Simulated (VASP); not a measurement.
# Ru (P6_3/mmc) in VASP: notebook

Ru is run at these levels: PBE; tasks: single point.

Everything below comes from runs of VASP 6.6.1. Logs are shortened: lines on timing, memory, paths and dates and some standing lists are left out, and cuts for length are marked.

## Step 1: The cell of the first run

It takes space group P6_3/mmc (No. 194, hexagonal). The conventional cell has a = 2.601 Å, b = 2.601 Å, c = 4.399 Å, α = 90.00°, β = 90.00°, γ = 120.00°. Within 3.4 Å of Ru (site symmetry -6m2) lie 12 Ru at 2.60 to 2.66 Å.

## Step 2: Single point, PBE

Contents of INCAR:

```
SYSTEM = Ru
PREC = Accurate ; ENCUT = 500
EDIFF = 1E-6 ; ISMEAR = 0
SIGMA = 0.1 ; LREAL = .FALSE.
LASPH = .TRUE. ; NELM = 120
ALGO = Normal ; ISIF = 2
LWAVE = .FALSE. ; LCHARG = .TRUE.
GGA = PE ; LELF = .TRUE.
LVHAR = .TRUE. ; NBANDS = 66
GGA_COMPAT = .FALSE.
```

Contents of KPOINTS:

```
regular mesh
0
G
  9 9 8
  0 0 0
```

Contents of POSCAR:

```
Ru
1.0
    5.2013076695      0.0000000000      0.0000000000
   -2.6006538347      4.5044645747      0.0000000000
    0.0000000000      0.0000000000      4.3990461380
Ru
8
Direct
    0.3333333333      0.6666666667      0.2500000000
    0.3333333333      0.1666666667      0.2500000000
    0.8333333333      0.6666666667      0.2500000000
    0.8333333333      0.1666666667      0.2500000000
    0.1666666667      0.3333333333      0.7500000000
    0.1666666667      0.8333333333      0.7500000000
    0.6666666667      0.3333333333      0.7500000000
    0.6666666667      0.8333333333      0.7500000000
```

Potentials or basis: VASP PAW PBE potentials, release 64 (Ru_pv).

Run with:

```
$ cat potpaw_PBE.64/Ru_pv/POTCAR > POTCAR
$ mpirun -np 1 vasp_std > vasp.out
```

OUTCAR:

```text
SYSTEM = Ru
   PREC = Accurate
   ENCUT = 500
   EDIFF = 1E-6
   ISMEAR = 0
   LREAL = .FALSE.
   LASPH = .TRUE.
   NELM = 120
   ISIF = 2
   GGA = PE

 ion  position               nearest neighbor table
   1  0.333  0.667  0.250-   2 2.60   2 2.60   3 2.60   3 2.60   4 2.60   4 2.60   6 2.66   6 2.66
                             5 2.66   5 2.66   8 2.66   8 2.66
   2  0.333  0.167  0.250-   1 2.60   1 2.60   4 2.60   4 2.60   3 2.60   3 2.60   5 2.66   5 2.66
                             6 2.66   6 2.66   7 2.66   7 2.66
   3  0.833  0.667  0.250-   4 2.60   4 2.60   1 2.60   1 2.60   2 2.60   2 2.60   8 2.66   8 2.66
                             7 2.66   7 2.66   6 2.66   6 2.66
   4  0.833  0.167  0.250-   3 2.60   3 2.60   2 2.60   2 2.60   1 2.60   1 2.60   7 2.66   7 2.66
                             8 2.66   8 2.66   5 2.66   5 2.66
   5  0.167  0.333  0.750-   6 2.60   6 2.60   7 2.60   7 2.60   8 2.60   8 2.60   2 2.66   2 2.66
                             1 2.66   1 2.66   4 2.66   4 2.66
   6  0.167  0.833  0.750-   5 2.60   5 2.60   8 2.60   8 2.60   7 2.60   7 2.60   1 2.66   1 2.66
                             2 2.66   2 2.66   3 2.66   3 2.66
   7  0.667  0.333  0.750-   8 2.60   8 2.60   5 2.60   5 2.60   6 2.60   6 2.60   4 2.66   4 2.66
                             3 2.66   3 2.66   2 2.66   2 2.66
   8  0.667  0.833  0.750-   7 2.60   7 2.60   6 2.60   6 2.60   5 2.60   5 2.60   3 2.66   3 2.66
                             4 2.66   4 2.66   1 2.66   1 2.66

  LATTYP: Found a hexagonal cell.
 ALAT       =     5.2013076695
 C/A-ratio  =     0.8457577243

  Lattice vectors:

 A1 = (   5.2013076695,   0.0000000000,   0.0000000000)
 A2 = (  -2.6006538347,   4.5044645747,   0.0000000000)
 A3 = (   0.0000000000,   0.0000000000,   4.3990461380)

Analysis of symmetry for initial positions (statically):
=====================================================================
 Subroutine PRICEL returns following result:

  LATTYP: Found a hexagonal cell.
 ALAT       =     2.6006538348
 C/A-ratio  =     1.6915154486

  Lattice vectors:

 A1 = (   2.6006538348,   0.0000000000,   0.0000000000)
 A2 = (  -1.3003269174,   2.2522322874,   0.0000000000)
 A3 = (   0.0000000000,   0.0000000000,   4.3990461380)

   4 primitive cells build up your supercell.

 Routine SETGRP: Setting up the symmetry group for a
 hexagonal supercell.

 Subroutine GETGRP returns: Found 24 space group operations
 (whereof 12 operations were pure point group operations)
 out of a pool of 24 trial point group operations.

The static configuration has the point symmetry D_3d.
 The point group associated with its full space group is D_6h.

Analysis of symmetry for dynamics (positions and initial velocities):
=====================================================================
 Subroutine PRICEL returns following result:

  LATTYP: Found a hexagonal cell.
 ALAT       =     2.6006538348
 C/A-ratio  =     1.6915154486

  Lattice vectors:

 A1 = (   2.6006538348,   0.0000000000,   0.0000000000)
 A2 = (  -1.3003269174,   2.2522322874,   0.0000000000)
 A3 = (   0.0000000000,   0.0000000000,   4.3990461380)

   4 primitive cells build up your supercell.

 Routine SETGRP: Setting up the symmetry group for a
 hexagonal supercell.

 Subroutine GETGRP returns: Found 24 space group operations
 (whereof 12 operations were pure point group operations)
 out of a pool of 24 trial point group operations.

The dynamic configuration has the point symmetry D_3d.
 The point group associated with its full space group is D_6h.

 Subroutine INISYM returns: Found 24 space group operations
 (whereof 12 operations are pure point group operations),
 and found     4 'primitive' translations

----------------------------------------------------------------------------------------

                                     Primitive cell

  volume of cell :      25.7664

  direct lattice vectors                    reciprocal lattice vectors
     2.600653835  0.000000000  0.000000000     0.384518688  0.222001968  0.000000000
    -1.300326917  2.252232287  0.000000000     0.000000000  0.444003936  0.000000000
     0.000000000  0.000000000  4.399046138     0.000000000  0.000000000  0.227322008

  length of vectors
     2.600653835  2.600653835  4.399046138     0.444003936  0.444003936  0.227322008

  position of ions in fractional coordinates (direct lattice)
     0.666666667  0.333333333  0.250000000
     0.333333333  0.666666667  0.750000000

  ion indices of the primitive-cell ions
   primitive index   ion index
                 1           1
                 2           6

----------------------------------------------------------------------------------------

 KPOINTS: regular mesh

Automatic generation of k-mesh.
 Grid dimensions read from file:
 generate k-points for:    9    9    8

 Generating k-lattice:

  Cartesian coordinates                     Fractional coordinates (reciprocal lattice)
     0.021362149  0.012333443  0.000000000     0.111111111 -0.000000000  0.000000000
     0.000000000  0.024666885  0.000000000     0.000000000  0.111111111  0.000000000
     0.000000000  0.000000000  0.028415251     0.000000000  0.000000000  0.125000000

  Length of vectors
     0.024666885  0.024666885  0.028415251

  Shift w.r.t. Gamma in fractional coordinates (k-lattice)
     0.000000000  0.000000000  0.000000000

 Subroutine IBZKPT returns following result:
 ===========================================

 Found     60 irreducible k-points:

 Following reciprocal coordinates:
            Coordinates               Weight
  0.000000  0.000000  0.000000      1.000000
  0.111111  0.000000  0.000000      6.000000
  0.222222  0.000000  0.000000      6.000000
  0.333333  0.000000  0.000000      6.000000
  0.444444  0.000000  0.000000      6.000000
  0.111111  0.111111  0.000000      6.000000
[... 16 lines left out ...]
  0.333333  0.222222  0.125000     24.000000
  0.333333  0.333333  0.125000      4.000000
 [... further k-points ...]
   k-points           NKPTS =     60   k-points in BZ     NKDIM =     60   number of bands    NBANDS=     66
   number of dos      NEDOS =    301   number of ions     NIONS =      8
   total plane-waves  NPLWV =  51200
   dimension x,y,z NGX =    40 NGY =   40 NGZ =   32
   dimension x,y,z NGXF=    80 NGYF=   80 NGZF=   64
   ions per type =               8
   NGX,Y,Z   is equivalent  to a cutoff of  12.78, 12.78, 12.09 a.u.
   NGXF,Y,Z  is equivalent  to a cutoff of  25.57, 25.57, 24.19 a.u.
 SYSTEM =  Ru
   PREC   = accura    normal or accurate (medium, high low for compatibility)
   ISTART =      0    job   : 0-new  1-cont  2-samecut
   ICHARG =      2    charge: 1-file 2-atom 10-const
   ISPIN  =      1    spin polarized calculation?
   LNONCOLLINEAR =      F non collinear calculations
   LSORBIT =      F    spin-orbit coupling
   LASPH  =      T    aspherical Exc in radial PAW
   ENCUT  =  500.0 eV  36.75 Ry    6.06 a.u.   9.48  9.48  8.02*2*pi/ulx,y,z
   NELM   =    120;   NELMIN=  2; NELMDL= -5     # of ELM steps
   EDIFF  = 0.1E-05   stopping-criterion for ELM
   LREAL  =      F    real-space projection
   EDIFFG = 0.1E-04   stopping-criterion for IOM
   NSW    =      0    number of steps for IOM
   IBRION =     -1    ionic relax: 0-MD 1-quasi-New 2-CG
   NFREE  =      0    steps in history (QN), initial steepest desc. (CG)
   ISIF   =      2    stress and relaxation
   ISYM   =      2    0-nonsym 1-usesym 2-fastsym
   POTIM  = 0.5000    time-step for ionic-motion
   TEBEG  =    0.0;   TEEND  =   0.0 temperature during run
   PSTRESS=    0.0 pullay stress
   NELECT =     112.0000    total number of electrons
   NUPDOWN=      -1.0000    fix difference up-down
   EMIN   =  10.00;   EMAX   =-10.00  energy-range for DOS
   EFERMI =   0.00;   METHOD = LEGACY
   ISMEAR =     0;   SIGMA  =   0.10  broadening in eV -4-tet -1-fermi 0-gaus
   EFERMI_NEDOS =   21; number of points for ismear=-14 and -15
   IALGO  =     38    algorithm
   IMIX   =      4    mixing-type and parameters
     AMIX     =   0.40;   BMIX     =  1.00
     AMIX_MAG =   1.60;   BMIX_MAG =  1.00
  volume/ion in A,a.u.               =      12.88        86.94
  Fermi-wavevector in a.u.,A,eV,Ry     =   1.683098  3.180594 38.542845  2.832819
  Thomas-Fermi vector in A             =   2.766359
   LORBIT       =      0    0 simple, 1 ext, 2 COOP (PROOUT), +10 PAW based schemes
   GGA     = PE    functional components
   LHFCALC =     F    Hartree Fock is set to
   AEXX    =    0.0000 exact exchange contribution
   IVDW    =     0    specifies the selected vdW correction
   LEPSILON=     F    determine dielectric tensor
   LRPA    =     F    only Hartree local field effects (RPA)
 non-spin polarized calculation
 Gauss-broadening in eV      SIGMA  =   0.10
  energy-cutoff  :      500.00
  volume of cell :      103.07
 maximum number of plane-waves:      2645
 NGX is ok and might be reduce to    40
   NGX = 19   NGY = 19   NGZ = 17

 number of electron     111.9999998 magnetization

 Free energy of the ion-electron system (eV)
  ---------------------------------------------------
  ext. energy  EPLUGINS =         0.00000000
  ---------------------------------------------------
  free energy    TOTEN  =       -72.85464706 eV

  energy without entropy =      -72.82270090  energy(sigma->0) =      -72.83867398

 E-fermi :  13.8222     XC(G=0): -14.4466

 val. band max:       13.8118855397   @ k =   0.2222   0.0000   0.3750
 cond. band min:      13.8229492307   @ k =   0.2222   0.0000   0.2500
 fundamental gap:      0.0110636910
 Fermi energy:        13.8222246510

 k-point     1 :       0.0000    0.0000    0.0000
  band No.  band energies     occupation
      1     -29.9271      2.00000
      2     -29.9128      2.00000
      3     -29.9128      2.00000
      4     -29.9128      2.00000
      5     -29.7375      2.00000
      6     -29.7375      2.00000
[... 58 lines left out ...]
     65      16.1512      0.00000
     66      16.1512      0.00000

 k-point     2 :       0.1111    0.0000    0.0000
  band No.  band energies     occupation
      1     -29.9147      2.00000
      2     -29.8949      2.00000
      3     -29.8949      2.00000
      4     -29.8807      2.00000
      5     -29.7208      2.00000
      6     -29.7208      2.00000
[... 1576 lines left out ...]
     65      15.3783      0.00000
     66      15.3783      0.00000

 [... further k-points ...]

------------------------ aborting loop because EDIFF is reached ----------------------------------------

  FORCE on cell =-STRESS in cart. coord.  units (eV):
  Direction    XX          YY          ZZ          XY          YZ          ZX
  --------------------------------------------------------------------------------------
  -------------------------------------------------------------------------------------
  Total       24.3654603     24.3654603      0.0385302      0.0000000     -0.0000000     -0.0000000
  in kB      378.7659806    378.7659806      0.5989590      0.0000000     -0.0000000     -0.0000000
  external PRESSURE =     252.7103067 kB  Pullay stress =       0.0000000 kB

 VOLUME and BASIS-vectors are now :
 -----------------------------------------------------------------------------
  energy-cutoff  :      500.00
  volume of cell :      103.07
      direct lattice vectors                 reciprocal lattice vectors
     5.201307670  0.000000000  0.000000000     0.192259344  0.111000984  0.000000000
    -2.600653835  4.504464575  0.000000000     0.000000000  0.222001968  0.000000000
     0.000000000  0.000000000  4.399046138     0.000000000  0.000000000  0.227322008

 POSITION                                       TOTAL-FORCE (eV/Angst)
 -----------------------------------------------------------------------------------
     -0.00000      3.00298      1.09976        -0.000000     -0.000000     -0.000000
      1.30033      0.75074      1.09976        -0.000000     -0.000000      0.000000
      2.60065      3.00298      1.09976        -0.000000     -0.000000      0.000000
      3.90098      0.75074      1.09976        -0.000000     -0.000000      0.000000
      0.00000      1.50149      3.29928         0.000000      0.000000      0.000000
     -1.30033      3.75372      3.29928         0.000000      0.000000     -0.000000
      2.60065      1.50149      3.29928         0.000000      0.000000     -0.000000
      1.30033      3.75372      3.29928         0.000000      0.000000     -0.000000
 -----------------------------------------------------------------------------------
    total drift:                               -0.000000      0.000000      0.000000

  FREE ENERGIE OF THE ION-ELECTRON SYSTEM (eV)
  ---------------------------------------------------
  free  energy   TOTEN  =       -72.8546470558 eV

  energy  without entropy=      -72.8227008987  energy(sigma->0) =      -72.83867398
```

Run time: 4.4 min. Hardware: 1 thread of Oxide Virtual Turin-like, shared host; peak memory 0.34 GiB.

What came out:

* Free energy: -72.8546 eV
* Pressure: 25.3 GPa
* Band gap on the k mesh: zero (bands 56 and 57 overlap by 2.00 eV)

Stress tensor (GPa, compression positive):
```
37.88  0.00  0.00
 0.00 37.88  0.00
 0.00  0.00  0.06
```

Levels at points of the mesh, in eV from the Fermi level:
```tsv
k point	band 53	band 54	band 55	band 56	band 57	band 58	band 59	band 60
(0.00, 0.00, 0.00)	-0.95	-0.95	0.59	1.31	1.31	1.80	1.80	1.80
(0.00, 0.00, 0.50)	0.51	0.51	0.51	0.51	0.61	0.61	0.61	0.61
```

Caveat: the stress differs along the axes, from 0 to 38 GPa.

## Step 3: Single point, PBE

Contents of INCAR:

```
ALGO = Normal
EDIFF = 1E-6
ENCUT = 500
GGA = PE
GGA_COMPAT = False
ISIF = 2
ISMEAR = 0
LASPH = True
LCHARG = True
LELF = True
LREAL = False
LVHAR = True
LWAVE = False
NBANDS = 66
NELM = 120
PREC = Accurate
SIGMA = 0.1
```

Contents of KPOINTS:

```
k-points
0
Gamma
  9 9 8
```

POSCAR is that of step 2.

Potentials or basis: VASP PAW PBE potentials, release 64 (Ru_pv).

Run with:

```
$ cat potpaw_PBE.64/Ru_pv/POTCAR > POTCAR
$ mpirun -np 1 vasp_std > vasp.out
```

It took 4.7 min on 1 thread of Oxide Virtual Turin-like, shared host; peak memory 0.34 GiB.

It converged, with:

```
Free energy            : -72.8546 eV
Pressure               : 25.3 GPa
Band gap on the k mesh : zero (bands 56 and 57 overlap by 2.00 eV)
```

Stress tensor (GPa, compression positive):
```
37.88  0.00  0.00
 0.00 37.88  0.00
 0.00  0.00  0.06
```

Levels at points of the mesh, in eV from the Fermi level:
```
           k point  band 54  band 55  band 56  band 57  band 58  band 59
(0.00, 0.00, 0.00)    -0.95     0.59     1.31     1.31     1.80     1.80
(0.00, 0.00, 0.50)     0.51     0.51     0.51     0.61     0.61     0.61
```

Caveat: the stress differs along the axes, from 0 to 38 GPa.
